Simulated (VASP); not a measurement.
# Cu (I4/mmm) in VASP: notebook

The runs below take Cu through single point, with PBE.

All numbers are computed with VASP 6.6.1; they aren't measurements. Logs are shortened: lines on timing, memory, paths and dates and some standing lists are left out, and cuts for length are marked.

**1. The cell of the first run**

Symmetry: I4/mmm, No. 139, tetragonal system. Conventional cell: a = 2.892 Å, b = 2.892 Å, c = 2.869 Å, α = 90.00°, β = 90.00°, γ = 90.00°. Cu (site symmetry 4/mmm) has 14 Cu at 2.50 to 2.89 Å within 3.3 Å.

This isn't the form of Cu at room conditions, which is fcc.

**2. Single point, PBE (biaxial strain in the a-b plane: -2.0 %, then relaxed in part)**

File INCAR:

```
  PREC = Accurate
  ENCUT = 820
  EDIFF = 1E-6
  ISMEAR = 0
  SIGMA = 0.1
  LREAL = False
  LASPH = True
  NELM = 120
  ALGO = Normal
  ISIF = 2
  LWAVE = False
  LCHARG = True
  GGA = PE
  LELF = True
  LVHAR = True
  NBANDS = 26
  GGA_COMPAT = False
```

File KPOINTS:

```
regular mesh
0
Gamma
  14 14 16
```

File POSCAR:

```
Cu
1.0
    2.8920406084      0.0000000000      0.0000000000
    0.0000000000      2.8920406084      0.0000000000
    0.0000000000      0.0000000000      2.8689525750
Cu
2
Direct
    0.0000000000      0.0000000000      0.0000000000
    0.5000000000      0.5000000000      0.5000000000
```

Potentials or basis: VASP PAW PBE potentials, release 64 (Cu_sv_GW).

On the command line:

```console
cat potpaw_PBE.64/Cu_sv_GW/POTCAR > POTCAR
mpirun -np 1 vasp_std > vasp.out
```

OUTCAR:

```text
PREC = Accurate
   ENCUT = 820
   EDIFF = 1E-6
   ISMEAR = 0
   LREAL = False
   LASPH = True
   NELM = 120
   ISIF = 2
   GGA = PE

 ion  position               nearest neighbor table
   1  0.000  0.000  0.000-   2 2.50   2 2.50   2 2.50   2 2.50   2 2.50   2 2.50   2 2.50   2 2.50

   2  0.500  0.500  0.500-   1 2.50   1 2.50   1 2.50   1 2.50   1 2.50   1 2.50   1 2.50   1 2.50

  LATTYP: Found a simple tetragonal cell.
 ALAT       =     2.8920406084
 C/A-ratio  =     0.9920166981

  Lattice vectors:

 A1 = (   2.8920406084,   0.0000000000,   0.0000000000)
 A2 = (   0.0000000000,   2.8920406084,   0.0000000000)
 A3 = (   0.0000000000,   0.0000000000,   2.8689525750)

Analysis of symmetry for initial positions (statically):
=====================================================================
 Subroutine PRICEL returns following result:

  LATTYP: Found a body centered tetragonal cell.
 ALAT       =     2.8920406084
 C/A-ratio  =     0.9920166981

  Lattice vectors:

 A1 = (  -1.4460203042,  -1.4460203042,  -1.4344762875)
 A2 = (   1.4460203042,   1.4460203042,  -1.4344762875)
 A3 = (   1.4460203042,  -1.4460203042,   1.4344762875)

   2 primitive cells build up your supercell.

 Routine SETGRP: Setting up the symmetry group for a
 simple tetragonal supercell.

 Subroutine GETGRP returns: Found 16 space group operations
 (whereof 16 operations were pure point group operations)
 out of a pool of 16 trial point group operations.

The static configuration has the point symmetry D_4h.

Analysis of symmetry for dynamics (positions and initial velocities):
=====================================================================
 Subroutine PRICEL returns following result:

  LATTYP: Found a body centered tetragonal cell.
 ALAT       =     2.8920406084
 C/A-ratio  =     0.9920166981

  Lattice vectors:

 A1 = (  -1.4460203042,  -1.4460203042,  -1.4344762875)
 A2 = (   1.4460203042,   1.4460203042,  -1.4344762875)
 A3 = (   1.4460203042,  -1.4460203042,   1.4344762875)

   2 primitive cells build up your supercell.

 Routine SETGRP: Setting up the symmetry group for a
 simple tetragonal supercell.

 Subroutine GETGRP returns: Found 16 space group operations
 (whereof 16 operations were pure point group operations)
 out of a pool of 16 trial point group operations.

The dynamic configuration has the point symmetry D_4h.

 Subroutine INISYM returns: Found 16 space group operations
 (whereof 16 operations are pure point group operations),
 and found     2 'primitive' translations

----------------------------------------------------------------------------------------

                                     Primitive cell

  volume of cell :      11.9978

  direct lattice vectors                    reciprocal lattice vectors
    -1.446020304 -1.446020304 -1.434476287     0.000000000 -0.345776611 -0.348559265
     1.446020304  1.446020304 -1.434476287     0.345776611  0.000000000 -0.348559265
     1.446020304 -1.446020304  1.434476287     0.345776611 -0.345776611  0.000000000

  length of vectors
     2.497933478  2.497933478  2.497933478     0.490973549  0.490973549  0.489001973

  position of ions in fractional coordinates (direct lattice)
     0.000000000  0.000000000  0.000000000

  ion indices of the primitive-cell ions
   primitive index   ion index
                 1           1

----------------------------------------------------------------------------------------

 KPOINTS: regular mesh

Automatic generation of k-mesh.
 Grid dimensions read from file:
 generate k-points for:   14   14   16

 Generating k-lattice:

  Cartesian coordinates                     Fractional coordinates (reciprocal lattice)
     0.024698329  0.000000000  0.000000000     0.071428571  0.000000000  0.000000000
     0.000000000  0.024698329  0.000000000     0.000000000  0.071428571  0.000000000
     0.000000000  0.000000000  0.021784954     0.000000000  0.000000000  0.062500000

  Length of vectors
     0.024698329  0.024698329  0.021784954

  Shift w.r.t. Gamma in fractional coordinates (k-lattice)
     0.000000000  0.000000000  0.000000000

 Subroutine IBZKPT returns following result:
 ===========================================

 Found    324 irreducible k-points:

 Following reciprocal coordinates:
            Coordinates               Weight
  0.000000  0.000000  0.000000      1.000000
  0.071429  0.000000  0.000000      4.000000
  0.142857  0.000000  0.000000      4.000000
  0.214286  0.000000  0.000000      4.000000
  0.285714  0.000000  0.000000      4.000000
  0.357143  0.000000  0.000000      4.000000
[... 16 lines left out ...]
  0.285714  0.214286  0.000000      8.000000
  0.357143  0.214286  0.000000      8.000000
 [... further k-points ...]
   k-points           NKPTS =    324   k-points in BZ     NKDIM =    324   number of bands    NBANDS=     26
   number of dos      NEDOS =    301   number of ions     NIONS =      2
   total plane-waves  NPLWV =  21952
   dimension x,y,z NGX =    28 NGY =   28 NGZ =   28
   dimension x,y,z NGXF=    56 NGYF=   56 NGZF=   56
   ions per type =               2
   NGX,Y,Z   is equivalent  to a cutoff of  16.10, 16.10, 16.23 a.u.
   NGXF,Y,Z  is equivalent  to a cutoff of  32.19, 32.19, 32.45 a.u.
 SYSTEM =  unknown system
   PREC   = accura    normal or accurate (medium, high low for compatibility)
   ISTART =      0    job   : 0-new  1-cont  2-samecut
   ICHARG =      2    charge: 1-file 2-atom 10-const
   ISPIN  =      1    spin polarized calculation?
   LNONCOLLINEAR =      F non collinear calculations
   LSORBIT =      F    spin-orbit coupling
   LASPH  =      T    aspherical Exc in radial PAW
   ENCUT  =  820.0 eV  60.27 Ry    7.76 a.u.   6.75  6.75  6.70*2*pi/ulx,y,z
   NELM   =    120;   NELMIN=  2; NELMDL= -5     # of ELM steps
   EDIFF  = 0.1E-05   stopping-criterion for ELM
   LREAL  =      F    real-space projection
[... 7 lines left out ...]
   TEBEG  =    0.0;   TEEND  =   0.0 temperature during run
   PSTRESS=    0.0 pullay stress
   NELECT =      38.0000    total number of electrons
   NUPDOWN=      -1.0000    fix difference up-down
   EMIN   =  10.00;   EMAX   =-10.00  energy-range for DOS
   EFERMI =   0.00;   METHOD = LEGACY
   ISMEAR =     0;   SIGMA  =   0.10  broadening in eV -4-tet -1-fermi 0-gaus
   EFERMI_NEDOS =   21; number of points for ismear=-14 and -15
   IALGO  =     38    algorithm
   IMIX   =      4    mixing-type and parameters
     AMIX     =   0.40;   BMIX     =  1.00
     AMIX_MAG =   1.60;   BMIX_MAG =  1.00
  volume/ion in A,a.u.               =      12.00        80.97
  Fermi-wavevector in a.u.,A,eV,Ry     =   1.908206  3.605987 49.542229  3.641251
  Thomas-Fermi vector in A             =   2.945551
   LORBIT       =      0    0 simple, 1 ext, 2 COOP (PROOUT), +10 PAW based schemes
   GGA     = PE    functional components
   LHFCALC =     F    Hartree Fock is set to
   AEXX    =    0.0000 exact exchange contribution
   IVDW    =     0    specifies the selected vdW correction
   LEPSILON=     F    determine dielectric tensor
   LRPA    =     F    only Hartree local field effects (RPA)
 non-spin polarized calculation
 Gauss-broadening in eV      SIGMA  =   0.10
  energy-cutoff  :      820.00
  volume of cell :       24.00
 maximum number of plane-waves:      1328
 NGX is ok and might be reduce to    28
   NGX = 13   NGY = 13   NGZ = 13

 number of electron      38.0000034 magnetization

 Free energy of the ion-electron system (eV)
  ---------------------------------------------------
  ext. energy  EPLUGINS =         0.00000000
  ---------------------------------------------------
  free energy    TOTEN  =        -7.52400997 eV

  energy without entropy =       -7.52163903  energy(sigma->0) =       -7.52282450

 E-fermi :   7.4006     XC(G=0): -13.2602

 val. band max:        7.3879450203   @ k =   0.4286   0.0000   0.2500
 cond. band min:       7.4174746250   @ k =   0.2857   0.0000   0.4375
 fundamental gap:      0.0295296047
 Fermi energy:         7.4005660110

 k-point     1 :       0.0000    0.0000    0.0000
  band No.  band energies     occupation
      1    -105.1534      2.00000
      2    -105.1284      2.00000
      3     -62.5501      2.00000
      4     -62.5501      2.00000
      5     -62.5490      2.00000
      6     -62.4698      2.00000
[... 18 lines left out ...]
     25      22.9374      0.00000
     26      32.2676      0.00000

 k-point     2 :       0.0714    0.0000    0.0000
  band No.  band energies     occupation
      1    -105.1533      2.00000
      2    -105.1283      2.00000
      3     -62.5491      2.00000
      4     -62.5487      2.00000
      5     -62.5475      2.00000
      6     -62.4712      2.00000
[... 18 lines left out ...]
     25      23.3754      0.00000
     26      31.3718      0.00000

 k-point     3 :       0.1429    0.0000    0.0000
  band No.  band energies     occupation
      1    -105.1521      2.00000
      2    -105.1290      2.00000
      3     -62.5479      2.00000
      4     -62.5454      2.00000
      5     -62.5443      2.00000
      6     -62.4757      2.00000
[... 18 lines left out ...]
     25      25.0670      0.00000
     26      29.7756      0.00000

 k-point     4 :       0.2143    0.0000    0.0000
  band No.  band energies     occupation
      1    -105.1505      2.00000
      2    -105.1304      2.00000
      3     -62.5455      2.00000
      4     -62.5405      2.00000
      5     -62.5395      2.00000
      6     -62.4831      2.00000
[... 18 lines left out ...]
     25      27.6949      0.00000
     26      28.3465      0.00000

 k-point     5 :       0.2857    0.0000    0.0000
  band No.  band energies     occupation
      1    -105.1482      2.00000
      2    -105.1322      2.00000
      3     -62.5419      2.00000
      4     -62.5339      2.00000
      5     -62.5330      2.00000
      6     -62.4921      2.00000
[... 18 lines left out ...]
     25      26.6751      0.00000
     26      27.0477      0.00000

 k-point     6 :       0.3571    0.0000    0.0000
  band No.  band energies     occupation
      1    -105.1456      2.00000
      2    -105.1346      2.00000
      3     -62.5370      2.00000
      4     -62.5262      2.00000
      5     -62.5254      2.00000
      6     -62.5021      2.00000
[... 427 lines left out ...]
 k-point    21 :       0.5000    0.1429    0.0000
  band No.  band energies     occupation
      1    -105.1397      2.00000
      2    -105.1397      2.00000
      3     -62.5398      2.00000
      4     -62.5398      2.00000
      5     -62.5079      2.00000
      6     -62.5079      2.00000
[... 18 lines left out ...]
     25      24.2141      0.00000
     26      24.2154      0.00000

 k-point    22 :       0.2143    0.2143    0.0000
  band No.  band energies     occupation
      1    -105.1480      2.00000
      2    -105.1323      2.00000
      3     -62.5591      2.00000
      4     -62.5325      2.00000
      5     -62.5178      2.00000
      6     -62.5099      2.00000
[... 18 lines left out ...]
     25      26.9949      0.00000
     26      28.5479      0.00000

 k-point    23 :       0.2857    0.2143    0.0000
  band No.  band energies     occupation
      1    -105.1462      2.00000
      2    -105.1338      2.00000
      3     -62.5606      2.00000
      4     -62.5275      2.00000
      5     -62.5213      2.00000
      6     -62.5089      2.00000
[... 18 lines left out ...]
     25      27.4688      0.00000
     26      27.9386      0.00000

 k-point    24 :       0.3571    0.2143    0.0000
  band No.  band energies     occupation
      1    -105.1443      2.00000
      2    -105.1354      2.00000
      3     -62.5596      2.00000
      4     -62.5327      2.00000
      5     -62.5214      2.00000
      6     -62.4999      2.00000
[... 18 lines left out ...]
     25      25.8668      0.00000
     26      26.2861      0.00000

 [... further k-points ...]

------------------------ aborting loop because EDIFF is reached ----------------------------------------

  FORCE on cell =-STRESS in cart. coord.  units (eV):
  Direction    XX          YY          ZZ          XY          YZ          ZX
  --------------------------------------------------------------------------------------
  -------------------------------------------------------------------------------------
  Total       -0.1684714     -0.1684714     -0.1890527      0.0000000      0.0000000      0.0000000
  in kB      -11.2487615    -11.2487615    -12.6229611      0.0000000      0.0000000      0.0000000
  external PRESSURE =     -11.7068281 kB  Pullay stress =       0.0000000 kB

 VOLUME and BASIS-vectors are now :
 -----------------------------------------------------------------------------
  energy-cutoff  :      820.00
  volume of cell :       24.00
      direct lattice vectors                 reciprocal lattice vectors
     2.892040608  0.000000000  0.000000000     0.345776611  0.000000000  0.000000000
     0.000000000  2.892040608  0.000000000     0.000000000  0.345776611  0.000000000
     0.000000000  0.000000000  2.868952575     0.000000000  0.000000000  0.348559265

 POSITION                                       TOTAL-FORCE (eV/Angst)
 -----------------------------------------------------------------------------------
      0.00000      0.00000      0.00000         0.000000      0.000000     -0.000000
      1.44602      1.44602      1.43448        -0.000000      0.000000      0.000000
 -----------------------------------------------------------------------------------
    total drift:                                0.000000      0.000000      0.000000

  FREE ENERGIE OF THE ION-ELECTRON SYSTEM (eV)
  ---------------------------------------------------
  free  energy   TOTEN  =        -7.5240099676 eV

  energy  without entropy=       -7.5216390278  energy(sigma->0) =       -7.52282450
```

Run time: 4.4 min. Hardware: 1 thread of Intel Xeon Platinum 8488C (Sapphire Rapids), shared host; peak memory 0.47 GiB.

What came out:

| Property | Result |
| --- | --- |
| Free energy | -7.5240 eV |
| Pressure | -1.2 GPa |
| Band gap on the k mesh | zero (bands 19 and 20 overlap by 7.68 eV) |

Stress tensor (GPa, compression positive):
```
-1.12  0.00  0.00
 0.00 -1.12  0.00
 0.00  0.00 -1.26
```

Caveat: the cell differs from its parent crystal (biaxial strain in the a-b plane: -2.0 %, then relaxed in part).

(Continued in part 2 of 2.)

The gap in the log of VASP goes by the Fermi energy; the results here count the filled bands.